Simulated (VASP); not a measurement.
Y:

```
Y
1.0
     3.64257    0.00000    0.00000
    -1.82128    3.15456    0.00000
     0.00000    0.00000    5.87916
Y
2
Direct
  0.33333 0.66667 0.25000
  0.66667 0.33333 0.75000
```

- Program: VASP 6.6.1
- Task: relaxation of cell and atoms
- Functional: PBEsol
- Potentials or basis: VASP PAW PBE potentials, release 64 (Y_sv)
- Cutoff: 600 eV
- k mesh: 15 × 15 × 8
- Occupations: gaussian, width 0.1 eV
- Spin: no spin polarisation

At the start: pressure -3.0 GPa; volume 33.78 Å³/atom.

Question: Where does the relaxation end?

Answer: Over 11 steps the energy falls by 31.4 meV/atom and the volume is 31.22 Å³/atom (-7.6 %); space group P6_3/mmc (No. 194, to 0.1 Å) before and after.

The path:
```
step  energy change (eV)  largest force (eV/Å)  pressure (GPa)  volume (Å³)
   1              0.0000                0.0000           -2.98        67.56
   2             -0.0590                0.0000            0.56        61.59
   3             -0.0596                0.0000            0.19        62.11
   4             -0.0621                0.0000            0.10        62.27
   5             -0.0627                0.0000            0.03        62.39
   6             -0.0627                0.0000            0.04        62.38
   7             -0.0627                0.0000            0.04        62.38
   8             -0.0627                0.0000           -0.01        62.45
   9             -0.0627                0.0000            0.02        62.43
  10             -0.0627                0.0000           -0.01        62.44
  11             -0.0627                0.0000            0.00        62.43
```

Final structure:
```cif
data_structure
_symmetry_space_group_name_H-M 'P 1'
_symmetry_Int_Tables_number 1
_cell_length_a 3.5949
_cell_length_b 3.5949
_cell_length_c 5.5784
_cell_angle_alpha 90.000
_cell_angle_beta 90.000
_cell_angle_gamma 120.000
_cell_volume 62.43
loop_
_atom_site_label
_atom_site_type_symbol
_atom_site_fract_x
_atom_site_fract_y
_atom_site_fract_z
_atom_site_occupancy
Y1 Y 0.33333 0.66667 0.25000 1
Y2 Y 0.66667 0.33333 0.75000 1
```

Caveat: the PAW data sets were made with another functional, which shifts forces and pressure a little.
